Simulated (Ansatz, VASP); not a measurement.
Mg3Sb2 in VASP and in Ansatz

```
Mg Sb
1.0
     4.59387    0.00000    0.00000
    -2.29693    3.97841    0.00000
     0.00000    0.00000    7.41976
Mg Sb
3 2
Direct
  0.33333 0.66667 0.63196
  0.66667 0.33333 0.36804
  0.00000 0.00000 0.00000
  0.33333 0.66667 0.22563
  0.66667 0.33333 0.77437
```

Change from the starting cell: strain along c alone, the other axes held, atoms relaxed: +2.0 %.

Alike in both runs: task relaxation of the atoms; functional PBE; k mesh 12 × 12 × 6; occupations gaussian, width 0.01 eV; no spin polarisation.

|  | VASP | Ansatz |
| --- | --- | --- |
| version | VASP 6.6.1 | Ansatz 0.2.0 |
| potentials or method | VASP PAW PBE potentials, release 64 (Mg, Sb), cutoff 520 eV | scalar-relativistic, plane waves, PAW |
| valence electrons in the cell | 16 | 60 |

|  | VASP | Ansatz | Ansatz less VASP |
| --- | --- | --- | --- |
| gap on the k mesh at the Fermi level, each at its own relaxed structure (eV) | 0.16 | 0.18 | +0.025 |

VASP's potentials hold 16 valence electrons a cell and Ansatz's 60, so a difference there can come from the potentials and not from the codes. Ansatz's warnings: stress scf threshold loose.

Neither program's run includes spin-orbit coupling.
